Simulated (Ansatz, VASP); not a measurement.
**RbH2: VASP beside Ansatz**

```
Rb H
1.0
     7.63275    0.00000    0.00000
    -3.81638    6.61016    0.00000
     0.00000    0.00000    7.34390
Rb H
3 6
Cartesian
  2.3269 0.0000 2.4480
  -1.1634 2.0151 4.8959
  2.6529 4.5950 0.0000
  1.7987 3.4890 3.3409
  -0.1046 6.4234 5.7889
  -1.6942 3.3079 0.8929
  2.1222 3.3023 4.0030
  5.6151 3.1211 1.5550
  3.7118 0.1867 6.4510
```

Alike in both runs: functional PBE; k mesh 6 × 6 × 6; occupations gaussian, width 0.1 eV; no spin polarisation.

Ansatz relaxed the structure, and its values are those at the end. VASP's run is a single point on that final structure, the one shown.

```csv
,VASP,Ansatz
version,VASP 6.6.1,Ansatz 0.2.0
potentials or method,"VASP PAW PBE potentials, release 64 (Rb_sv, H), cutoff 520 eV","scalar-relativistic, plane waves, PAW"
valence electrons in the cell,33,33
```

|  | VASP | Ansatz | Ansatz less VASP |
| --- | --- | --- | --- |
| gap on the k mesh at the Fermi level (eV) | none | none | - |
| pressure (GPa) | 0.0 | 0.0 | +0.04 |
| rms of the force components (eV/Å) | 0.007 | 0.003 | -0.0044 |

A gap of «none» marks a metal or a gap that the smearing closes. With one functional, cell and mesh, what is left measures potentials, basis and numerics.
